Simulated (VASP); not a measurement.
# Sc2Cd (Fm-3m) in VASP: further runs

Runs on Sc2Cd. Level: PBE. Tasks: single point, relaxation of cell and atoms.

Program: VASP 6.6.1. These are calculated values, not measurements. Logs are shortened: lines on timing, memory, paths and dates and some standing lists are left out, and cuts for length are marked.

**1. The cell of the first run**

It takes space group Fm-3m (No. 225, cubic). The conventional cell has a = 6.844 Å, b = 6.844 Å, c = 6.844 Å, α = 90.00°, β = 90.00°, γ = 90.00°. Sc (site symmetry -43m) has 4 Cd at 2.96 Å and 6 Sc at 3.42 Å within 3.9 Å. Within 3.9 Å of Cd (site symmetry m-3m) lie 8 Sc at 2.96 Å.

**2. Single point, PBE**

INCAR reads:

```
PREC = Accurate
ENCUT = 520
EDIFF = 1E-7
ISMEAR = 0
SIGMA = 0.1
LREAL = F
LASPH = T
NELM = 60
ALGO = Normal
ISIF = 2
LWAVE = F
LCHARG = T
GGA = PE
LELF = T
LVHAR = T
NBANDS = 24
```

KPOINTS reads:

```
regular mesh
0
Gamma
  6 6 6
```

POSCAR reads:

```
Sc2Cd
1.0
    0.0000000000      3.4218756374      3.4218756374
    3.4218756374      0.0000000000      3.4218756374
    3.4218756374      3.4218756374      0.0000000000
Sc Cd
2 1
Direct
    0.2500000000      0.2500000000      0.2500000000
    0.7500000000      0.7500000000      0.7500000000
    0.0000000000      0.0000000000      0.0000000000
```

Potentials or basis: VASP PAW PBE potentials, release 64 (Sc_sv, Cd).

The run is started by

```
$ cat potpaw_PBE.64/Sc_sv/POTCAR potpaw_PBE.64/Cd/POTCAR > POTCAR
$ mpirun -np 1 vasp_std > vasp.out
```

OUTCAR:

```text
PREC = Accurate
   ENCUT = 520
   EDIFF = 1E-7
   ISMEAR = 0
   LREAL = F
   LASPH = T
   NELM = 60
   ISIF = 2
   GGA = PE

 ion  position               nearest neighbor table
   1  0.250  0.250  0.250-   3 2.96   3 2.96   3 2.96   3 2.96   2 3.42   2 3.42   2 3.42   2 3.42
                             2 3.42   2 3.42
   2  0.750  0.750  0.750-   3 2.96   3 2.96   3 2.96   3 2.96   1 3.42   1 3.42   1 3.42   1 3.42
                             1 3.42   1 3.42
   3  0.000  0.000  0.000-   2 2.96   2 2.96   2 2.96   1 2.96   2 2.96   1 2.96   1 2.96   1 2.96

  LATTYP: Found a face centered cubic cell.
 ALAT       =     6.8437512748

  Lattice vectors:

 A1 = (   0.0000000000,   3.4218756374,   3.4218756374)
 A2 = (   3.4218756374,   0.0000000000,   3.4218756374)
 A3 = (   3.4218756374,   3.4218756374,   0.0000000000)

Analysis of symmetry for initial positions (statically):
=====================================================================
 Subroutine PRICEL returns:
 Original cell was already a primitive cell.

 Routine SETGRP: Setting up the symmetry group for a
 face centered cubic supercell.

 Subroutine GETGRP returns: Found 48 space group operations
 (whereof 48 operations were pure point group operations)
 out of a pool of 48 trial point group operations.

The static configuration has the point symmetry O_h .

Analysis of symmetry for dynamics (positions and initial velocities):
=====================================================================
 Subroutine PRICEL returns:
 Original cell was already a primitive cell.

 Routine SETGRP: Setting up the symmetry group for a
 face centered cubic supercell.

 Subroutine GETGRP returns: Found 48 space group operations
 (whereof 48 operations were pure point group operations)
 out of a pool of 48 trial point group operations.

The dynamic configuration has the point symmetry O_h .

 Subroutine INISYM returns: Found 48 space group operations
 (whereof 48 operations are pure point group operations),
 and found     1 'primitive' translations

----------------------------------------------------------------------------------------

                                     Primitive cell

  volume of cell :      80.1351

  direct lattice vectors                    reciprocal lattice vectors
     0.000000000  3.421875637  3.421875637    -0.146118694  0.146118694  0.146118694
     3.421875637  0.000000000  3.421875637     0.146118694 -0.146118694  0.146118694
     3.421875637  3.421875637  0.000000000     0.146118694  0.146118694 -0.146118694

  length of vectors
     4.839262935  4.839262935  4.839262935     0.253085002  0.253085002  0.253085002

  position of ions in fractional coordinates (direct lattice)
     0.250000000  0.250000000  0.250000000
     0.750000000  0.750000000  0.750000000
     0.000000000  0.000000000  0.000000000

  ion indices of the primitive-cell ions
   primitive index   ion index
                 1           1
                 2           2
                 3           3

----------------------------------------------------------------------------------------

 KPOINTS: regular mesh

Automatic generation of k-mesh.
 Grid dimensions read from file:
 generate k-points for:    6    6    6

 Generating k-lattice:

  Cartesian coordinates                     Fractional coordinates (reciprocal lattice)
    -0.024353116  0.024353116  0.024353116     0.166666667  0.000000000  0.000000000
     0.024353116 -0.024353116  0.024353116     0.000000000  0.166666667  0.000000000
     0.024353116  0.024353116 -0.024353116     0.000000000  0.000000000  0.166666667

  Length of vectors
     0.042180834  0.042180834  0.042180834

  Shift w.r.t. Gamma in fractional coordinates (k-lattice)
     0.000000000  0.000000000  0.000000000

 Subroutine IBZKPT returns following result:
 ===========================================

 Found     16 irreducible k-points:

 Following reciprocal coordinates:
            Coordinates               Weight
  0.000000  0.000000  0.000000      1.000000
  0.166667  0.000000  0.000000      8.000000
  0.333333  0.000000  0.000000      8.000000
  0.500000  0.000000  0.000000      4.000000
  0.166667  0.166667  0.000000      6.000000
  0.333333  0.166667  0.000000     24.000000
[... 8 lines left out ...]
 -0.333333  0.333333  0.166667     24.000000
 -0.333333  0.500000  0.166667     12.000000
   k-points           NKPTS =     16   k-points in BZ     NKDIM =     16   number of bands    NBANDS=     24
   number of dos      NEDOS =    301   number of ions     NIONS =      3
   total plane-waves  NPLWV =  46656
   dimension x,y,z NGX =    36 NGY =   36 NGZ =   36
   dimension x,y,z NGXF=    72 NGYF=   72 NGZF=   72
   ions per type =               2   1
   NGX,Y,Z   is equivalent  to a cutoff of  12.37, 12.37, 12.37 a.u.
   NGXF,Y,Z  is equivalent  to a cutoff of  24.73, 24.73, 24.73 a.u.
 SYSTEM =  unknown system
   PREC   = accura    normal or accurate (medium, high low for compatibility)
   ISTART =      0    job   : 0-new  1-cont  2-samecut
   ICHARG =      2    charge: 1-file 2-atom 10-const
   ISPIN  =      1    spin polarized calculation?
   LNONCOLLINEAR =      F non collinear calculations
   LSORBIT =      F    spin-orbit coupling
   LASPH  =      T    aspherical Exc in radial PAW
   ENCUT  =  520.0 eV  38.22 Ry    6.18 a.u.   9.00  9.00  9.00*2*pi/ulx,y,z
   NELM   =     60;   NELMIN=  2; NELMDL= -5     # of ELM steps
   EDIFF  = 0.1E-06   stopping-criterion for ELM
   LREAL  =      F    real-space projection
   EDIFFG = 0.1E-05   stopping-criterion for IOM
   NSW    =      0    number of steps for IOM
   IBRION =     -1    ionic relax: 0-MD 1-quasi-New 2-CG
   NFREE  =      0    steps in history (QN), initial steepest desc. (CG)
   ISIF   =      2    stress and relaxation
   ISYM   =      2    0-nonsym 1-usesym 2-fastsym
   POTIM  = 0.5000    time-step for ionic-motion
   TEBEG  =    0.0;   TEEND  =   0.0 temperature during run
   PSTRESS=    0.0 pullay stress
   NELECT =      34.0000    total number of electrons
   NUPDOWN=      -1.0000    fix difference up-down
   EMIN   =  10.00;   EMAX   =-10.00  energy-range for DOS
   EFERMI =   0.00;   METHOD = LEGACY
   ISMEAR =     0;   SIGMA  =   0.10  broadening in eV -4-tet -1-fermi 0-gaus
   EFERMI_NEDOS =   21; number of points for ismear=-14 and -15
   IALGO  =     38    algorithm
   IMIX   =      4    mixing-type and parameters
     AMIX     =   0.40;   BMIX     =  1.00
     AMIX_MAG =   1.60;   BMIX_MAG =  1.00
  volume/ion in A,a.u.               =      26.71       180.26
  Fermi-wavevector in a.u.,A,eV,Ry     =   1.230156  2.324658 20.589482  1.513284
  Thomas-Fermi vector in A             =   2.365016
   LORBIT       =      0    0 simple, 1 ext, 2 COOP (PROOUT), +10 PAW based schemes
   GGA     = PE    functional components
   LHFCALC =     F    Hartree Fock is set to
   AEXX    =    0.0000 exact exchange contribution
   IVDW    =     0    specifies the selected vdW correction
   LEPSILON=     F    determine dielectric tensor
   LRPA    =     F    only Hartree local field effects (RPA)
 non-spin polarized calculation
 Gauss-broadening in eV      SIGMA  =   0.10
  energy-cutoff  :      520.00
  volume of cell :       80.14
 maximum number of plane-waves:      2176
   NGX = 17   NGY = 17   NGZ = 17

 number of electron      33.9999992 magnetization

 Free energy of the ion-electron system (eV)
  ---------------------------------------------------
  ext. energy  EPLUGINS =         0.00000000
  ---------------------------------------------------
  free energy    TOTEN  =       -12.79461249 eV

  energy without entropy =      -12.77817820  energy(sigma->0) =      -12.78639535

 E-fermi :   2.6583     XC(G=0):  -9.5853

 val. band max:        2.6454514110   @ k =   0.3333   0.3333   0.0000
 cond. band min:       2.6604993579   @ k =  -0.3333   0.3333   0.0000
 fundamental gap:      0.0150479469
 Fermi energy:         2.6582510402

 k-point     1 :       0.0000    0.0000    0.0000
  band No.  band energies     occupation
      1     -47.5046      2.00000
      2     -47.4728      2.00000
      3     -26.1510      2.00000
      4     -26.1510      2.00000
      5     -26.1510      2.00000
      6     -26.0483      2.00000
[... 16 lines left out ...]
     23       5.7635      0.00000
     24       5.7635      0.00000

 k-point     2 :       0.1667    0.0000    0.0000
  band No.  band energies     occupation
      1     -47.5024      2.00000
      2     -47.4749      2.00000
      3     -26.1447      2.00000
      4     -26.1444      2.00000
      5     -26.1444      2.00000
      6     -26.0569      2.00000
[... 16 lines left out ...]
     23       5.2840      0.00000
     24       5.2840      0.00000

 k-point     3 :       0.3333    0.0000    0.0000
  band No.  band energies     occupation
      1     -47.4965      2.00000
      2     -47.4806      2.00000
      3     -26.1278      2.00000
      4     -26.1260      2.00000
      5     -26.1260      2.00000
      6     -26.0784      2.00000
[... 16 lines left out ...]
     23       4.6030      0.00000
     24       4.6563      0.00000

 k-point     4 :       0.5000    0.0000    0.0000
  band No.  band energies     occupation
      1     -47.4886      2.00000
      2     -47.4884      2.00000
      3     -26.1060      2.00000
      4     -26.1025      2.00000
      5     -26.1009      2.00000
      6     -26.1009      2.00000
[... 16 lines left out ...]
     23       4.2995      0.00000
     24       4.3234      0.00000

 k-point     5 :       0.1667    0.1667    0.0000
  band No.  band energies     occupation
      1     -47.5018      2.00000
      2     -47.4754      2.00000
      3     -26.1542      2.00000
      4     -26.1542      2.00000
      5     -26.1201      2.00000
      6     -26.0820      2.00000
[... 235 lines left out ...]
 k-point    14 :       0.5000    0.3333    0.1667
  band No.  band energies     occupation
      1     -47.4937      2.00000
      2     -47.4832      2.00000
      3     -26.1648      2.00000
      4     -26.1446      2.00000
      5     -26.1295      2.00000
      6     -26.0728      2.00000
[... 16 lines left out ...]
     23       4.6330      0.00000
     24       4.9619      0.00000

 k-point    15 :      -0.3333    0.3333    0.1667
  band No.  band energies     occupation
      1     -47.4885      2.00000
      2     -47.4884      2.00000
      3     -26.1645      2.00000
      4     -26.1619      2.00000
      5     -26.1016      2.00000
      6     -26.1012      2.00000
[... 16 lines left out ...]
     23       4.6094      0.00000
     24       4.7130      0.00000

 k-point    16 :      -0.3333    0.5000    0.1667
  band No.  band energies     occupation
      1     -47.4910      2.00000
      2     -47.4858      2.00000
      3     -26.1774      2.00000
      4     -26.1681      2.00000
      5     -26.1326      2.00000
      6     -26.0699      2.00000
[... 16 lines left out ...]
     23       4.4083      0.00000
     24       4.6614      0.00000

------------------------ aborting loop because EDIFF is reached ----------------------------------------

  FORCE on cell =-STRESS in cart. coord.  units (eV):
  Direction    XX          YY          ZZ          XY          YZ          ZX
  --------------------------------------------------------------------------------------
  -------------------------------------------------------------------------------------
  Total        0.0502460      0.0502460      0.0502460      0.0000000      0.0000000     -0.0000000
  in kB        1.0045904      1.0045904      1.0045904      0.0000000      0.0000000     -0.0000000
  external PRESSURE =       1.0045904 kB  Pullay stress =       0.0000000 kB

 VOLUME and BASIS-vectors are now :
 -----------------------------------------------------------------------------
  energy-cutoff  :      520.00
  volume of cell :       80.14
      direct lattice vectors                 reciprocal lattice vectors
     0.000000000  3.421875637  3.421875637    -0.146118694  0.146118694  0.146118694
     3.421875637  0.000000000  3.421875637     0.146118694 -0.146118694  0.146118694
     3.421875637  3.421875637  0.000000000     0.146118694  0.146118694 -0.146118694

 POSITION                                       TOTAL-FORCE (eV/Angst)
 -----------------------------------------------------------------------------------
      1.71094      1.71094      1.71094         0.000000      0.000000      0.000000
      5.13281      5.13281      5.13281        -0.000000     -0.000000     -0.000000
      0.00000      0.00000      0.00000        -0.000000      0.000000     -0.000000
 -----------------------------------------------------------------------------------
    total drift:                                0.000000      0.000000      0.000000

  FREE ENERGIE OF THE ION-ELECTRON SYSTEM (eV)
  ---------------------------------------------------
  free  energy   TOTEN  =       -12.7946124872 eV

  energy  without entropy=      -12.7781782034  energy(sigma->0) =      -12.78639535
```

It took 17 s on 1 thread of Intel Xeon 6975P-C (Granite Rapids), shared host; peak memory 0.21 GiB.

What came out:

```yaml
Free_energy: -12.7946 eV
Pressure: 0.1 GPa
Band_gap_on_the_k_mesh: zero (bands 17 and 18 overlap by 0.23 eV)
```

[end of part 1 of 2]

The gap in the log of VASP goes by the Fermi energy; the results here count the filled bands.